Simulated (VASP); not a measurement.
# Al2Ru (Fddd) in VASP: further runs, part 3 of 3

VASP 6.6.1.

## 5. Single point, LDA (13.12 Å³/atom)

This run uses another cell than the first one, of 13.12 Å³/atom.

Input file INCAR:

```
ALGO = Fast
EDIFF = 1E-7
ENCUT = 520
ISIF = 2
ISMEAR = 0
LASPH = True
LCHARG = False
LREAL = False
LWAVE = False
NBANDS = 29
NELM = 80
PREC = Accurate
SIGMA = 0.03
```

Input file KPOINTS:

```
k-points
0
Gamma
  10 10 10
```

Input file POSCAR:

```
Al2Ru
1.0
    0.0000000000      4.0925734619      4.4992746916
    2.1373861669      0.0000000000      4.4992746916
    2.1373861669      4.0925734619      0.0000000000
Al Ru
4 2
Direct
    0.0788992938      0.4211007062      0.0788992938
    0.4211007062      0.0788992938      0.4211007062
    0.1711007062      0.8288992938      0.1711007062
    0.8288992938      0.1711007062      0.8288992938
    0.7500000000      0.7500000000      0.7500000000
    0.5000000000      0.5000000000      0.5000000000
```

Potentials or basis: VASP PAW LDA potentials, release 64 (Al, Ru_pv).

Started as:

```console
cat potpaw_LDA.64/Al/POTCAR potpaw_LDA.64/Ru_pv/POTCAR > POTCAR
mpirun -np 1 vasp_std > vasp.out
```

OUTCAR:

```text
EDIFF = 1E-7
   ENCUT = 520
   ISIF = 2
   ISMEAR = 0
   LASPH = True
   LREAL = False
   NELM = 80
   PREC = Accurate

 ion  position               nearest neighbor table
   1  0.079  0.421  0.079-   2 2.50   2 2.50   5 2.56   5 2.56   6 2.57   6 2.57   3 2.60   3 2.60
                             5 2.69   2 2.80   4 3.22   4 3.22   4 3.22   4 3.22
   2  0.421  0.079  0.421-   1 2.50   1 2.50   5 2.56   5 2.56   6 2.57   6 2.57   4 2.60   4 2.60
                             5 2.69   1 2.80   3 3.22   3 3.22   3 3.22   3 3.22
   3  0.171  0.829  0.171-   4 2.50   4 2.50   6 2.56   6 2.56   5 2.57   5 2.57   1 2.60   1 2.60
                             6 2.69   4 2.80   2 3.22   2 3.22   2 3.22   2 3.22
   4  0.829  0.171  0.829-   3 2.50   3 2.50   6 2.56   6 2.56   5 2.57   5 2.57   2 2.60   2 2.60
                             6 2.69   3 2.80   1 3.22   1 3.22   1 3.22   1 3.22
   5  0.750  0.750  0.750-   2 2.56   2 2.56   1 2.56   1 2.56   3 2.57   4 2.57   4 2.57   3 2.57
                             1 2.69   2 2.69   6 3.22   6 3.22   6 3.22   6 3.22
   6  0.500  0.500  0.500-   3 2.56   3 2.56   4 2.56   4 2.56   1 2.57   2 2.57   2 2.57   1 2.57
                             3 2.69   4 2.69   5 3.22   5 3.22   5 3.22   5 3.22

  LATTYP: Found a face centered orthorhombic cell.
 ALAT       =     4.2747723338
 B/A-ratio  =     1.9147562220
 C/A-ratio  =     2.1050359365

  Lattice vectors:

 A1 = (   0.0000000000,   4.0925734619,   4.4992746916)
 A2 = (   2.1373861669,   0.0000000000,   4.4992746916)
 A3 = (   2.1373861669,   4.0925734619,   0.0000000000)

Analysis of symmetry for initial positions (statically):
=====================================================================
 Subroutine PRICEL returns:
 Original cell was already a primitive cell.

 Routine SETGRP: Setting up the symmetry group for a
 face centered orthorhombic supercell.

 Subroutine GETGRP returns: Found  8 space group operations
 (whereof  4 operations were pure point group operations)
 out of a pool of  8 trial point group operations.

The static configuration has the point symmetry D_2 .
 The point group associated with its full space group is D_2h.

Analysis of symmetry for dynamics (positions and initial velocities):
[... 148 lines left out ...]
   IVDW    =     0    specifies the selected vdW correction
   LEPSILON=     F    determine dielectric tensor
   LRPA    =     F    only Hartree local field effects (RPA)
 non-spin polarized calculation
 RMM-DIIS sequential band-by-band and
 Gauss-broadening in eV      SIGMA  =   0.03
  energy-cutoff  :      520.00
  volume of cell :       78.71
 maximum number of plane-waves:      2138
 NGX is ok and might be reduce to    48
   NGX = 23   NGY = 19   NGZ = 17

 number of electron      39.9999999 magnetization

 Free energy of the ion-electron system (eV)
  ---------------------------------------------------
  ext. energy  EPLUGINS =         0.00000000
  ---------------------------------------------------
  free energy    TOTEN  =       -41.64369446 eV

  energy without entropy =      -41.64325142  energy(sigma->0) =      -41.64347294

 E-fermi :  11.2201     XC(G=0): -12.3186

 val. band max:       11.2176747877   @ k =  -0.1000   0.2000   0.2000
 cond. band min:      11.2275917588   @ k =  -0.2000   0.2000   0.2000
 fundamental gap:      0.0099169712
 Fermi energy:        11.2201471372

 k-point     1 :       0.0000    0.0000    0.0000
  band No.  band energies     occupation
      1     -31.4577      2.00000
      2     -31.3753      2.00000
      3     -31.3745      2.00000
      4     -31.3105      2.00000
      5     -31.3092      2.00000
      6     -31.3041      2.00000
[... 757 lines left out ...]
     28      16.4043      0.00000
     29      16.9816      0.00000

 [... further k-points ...]

------------------------ aborting loop because EDIFF is reached ----------------------------------------

  FORCE on cell =-STRESS in cart. coord.  units (eV):
  Direction    XX          YY          ZZ          XY          YZ          ZX
  --------------------------------------------------------------------------------------
  -------------------------------------------------------------------------------------
  Total       15.4019648     -1.6365705     -2.9255222      0.0000000      0.0000000      0.0000000
  in kB      313.4979661    -33.3114337    -59.5472900      0.0000000      0.0000000      0.0000000
  external PRESSURE =      73.5464142 kB  Pullay stress =       0.0000000 kB

 VOLUME and BASIS-vectors are now :
 -----------------------------------------------------------------------------
  energy-cutoff  :      520.00
  volume of cell :       78.71
      direct lattice vectors                 reciprocal lattice vectors
     0.000000000  4.092573462  4.499274692    -0.233930587  0.122172517  0.111129023
     2.137386167  0.000000000  4.499274692     0.233930587 -0.122172517  0.111129023
     2.137386167  4.092573462  0.000000000     0.233930587  0.122172517 -0.111129023

 POSITION                                       TOTAL-FORCE (eV/Angst)
 -----------------------------------------------------------------------------------
      1.06869      0.64580      2.24964         0.000000      0.505962      0.000000
      1.06869      3.44677      2.24964         0.000000     -0.505962      0.000000
      2.13739      1.40048      4.49927         0.000000     -0.505962      0.000000
      2.13739      6.78466      4.49927         0.000000      0.505962      0.000000
      3.20608      6.13886      6.74891         0.000000      0.000000      0.000000
      2.13739      4.09257      4.49927        -0.000000      0.000000     -0.000000
 -----------------------------------------------------------------------------------
    total drift:                               -0.000000     -0.000000     -0.000000

  FREE ENERGIE OF THE ION-ELECTRON SYSTEM (eV)
  ---------------------------------------------------
  free  energy   TOTEN  =       -41.6436944569 eV

  energy  without entropy=      -41.6432514181  energy(sigma->0) =      -41.64347294
```

OSZICAR:

```text
N       E                     dE             d eps       ncg     rms          rms(c)
DAV:   1     0.301636656074E+03    0.30164E+03   -0.21534E+04 10454   0.132E+03
DAV:   2    -0.323545281981E+02   -0.33399E+03   -0.32281E+03 10653   0.358E+02
DAV:   3    -0.431496823260E+02   -0.10795E+02   -0.10650E+02 12042   0.622E+01
DAV:   4    -0.432759761335E+02   -0.12629E+00   -0.12618E+00 11627   0.661E+00
DAV:   5    -0.432785957968E+02   -0.26197E-02   -0.26195E-02 12312   0.963E-01    0.194E+01
RMM:   6    -0.423246744977E+02    0.95392E+00   -0.95726E+00  9951   0.177E+01    0.491E+00
RMM:   7    -0.417369774663E+02    0.58770E+00   -0.14903E+00  9934   0.780E+00    0.406E+00
RMM:   8    -0.416467102562E+02    0.90267E-01   -0.13268E-01 10841   0.226E+00    0.573E-01
RMM:   9    -0.416439020358E+02    0.28082E-02   -0.16395E-02 11332   0.666E-01    0.312E-01
RMM:  10    -0.416436770339E+02    0.22500E-03   -0.33774E-03 11956   0.427E-01    0.138E-01
RMM:  11    -0.416436748538E+02    0.21800E-05   -0.11289E-03 11904   0.209E-01    0.105E-01
RMM:  12    -0.416436961058E+02   -0.21252E-04   -0.38667E-04 13644   0.901E-02    0.444E-02
RMM:  13    -0.416436966445E+02   -0.53866E-06   -0.43211E-05 14031   0.308E-02    0.395E-02
RMM:  14    -0.416436958308E+02    0.81368E-06   -0.17684E-05 11313   0.294E-02    0.553E-02
RMM:  15    -0.416436942873E+02    0.15435E-05   -0.41570E-06 12204   0.114E-02    0.655E-03
RMM:  16    -0.416436944490E+02   -0.16171E-06   -0.16457E-06 12809   0.412E-03    0.975E-04
RMM:  17    -0.416436944569E+02   -0.79608E-08   -0.81540E-08  7590   0.152E-03
   1 F= -.41643694E+02 E0= -.41643473E+02  d E =-.443039E-03
```

stdout:

```text
POSCAR found type information on POSCAR AlRu
 POSCAR found :  2 types and       6 ions
 scaLAPACK will be used
 LDA part: xc-table for (Slater(with rela. corr.)+CA(PZ))
 , standard interpolation
 POSCAR, INCAR and KPOINTS ok, starting setup
 FFT: planning ... GRIDC
 FFT: planning ... GRID_SOFT
 FFT: planning ... GRID
 WAVECAR not read
 entering main loop
```

Run time: 11 min. Hardware: 1 thread of AMD EPYC 7R43 (Zen 3), shared host; peak memory 0.38 GiB.

Results:

```
Free energy            : -41.6437 eV
Pressure               : 7.4 GPa
Largest force          : 0.506 eV/Å
Band gap on the k mesh : zero (bands 20 and 21 overlap by 0.74 eV)
```

Forces on the atoms (eV/Å):
```
Al   0.000  0.506  0.000
Al   0.000 -0.506  0.000
Al   0.000 -0.506  0.000
Al   0.000  0.506  0.000
Ru   0.000  0.000  0.000
Ru   0.000  0.000  0.000
```

Levels at points of the mesh, in eV from the Fermi level:
```
           k point  band 18  band 19  band 20  band 21  band 22  band 23
(0.00, 0.00, 0.00)    -1.68    -1.51     0.65     1.27     2.65     2.70
(0.50, 0.00, 0.00)    -2.25    -1.40    -1.12     0.15     0.49     1.91
(0.50, 0.50, 0.00)    -2.20    -0.47    -0.47     1.93     1.93     2.53
(0.50, 0.00, 0.50)    -2.04    -1.78    -1.78     1.36     1.36     1.78
(0.00, 0.50, 0.50)    -2.94    -1.41    -1.41     0.42     0.42     4.54
```

Caveat: the cell stands under pressure.

## 6. The runs side by side

| cell | gap on the mesh (eV) | pressure (GPa) | largest force (eV/Å) |
| --- | --- | --- | --- |
| a = 5.797, b = 5.011, c = 4.684 Å, angles 73.4, 55.9, 50.7°, 6 atoms | 0.30 | -10.4 | 0.61 |
| a = 6.035, b = 5.065, c = 4.713 Å, angles 76.1, 54.6, 49.3°, 6 atoms | - | -12.1 | 0.10 |
| a = 5.961, b = 4.939, c = 4.587 Å, angles 77.4, 54.0, 48.7°, 6 atoms | none | 5.4 | 0.28 |
| a = 6.082, b = 4.981, c = 4.617 Å, angles 78.5, 53.4, 48.1°, 6 atoms | none | 7.4 | 0.51 |

Alike in all rows: task single point; level LDA; potentials or basis VASP PAW LDA potentials, release 64 (Al, Ru_pv); no spin polarisation; k mesh 10 × 10 × 10; cutoff (eV) 520; smearing gaussian 0.03 eV.

Caveats: the cell stands under tension (at least some runs); the cell stands under pressure (at least some runs).

Absolute energies hang on the potentials; compare differences alone.
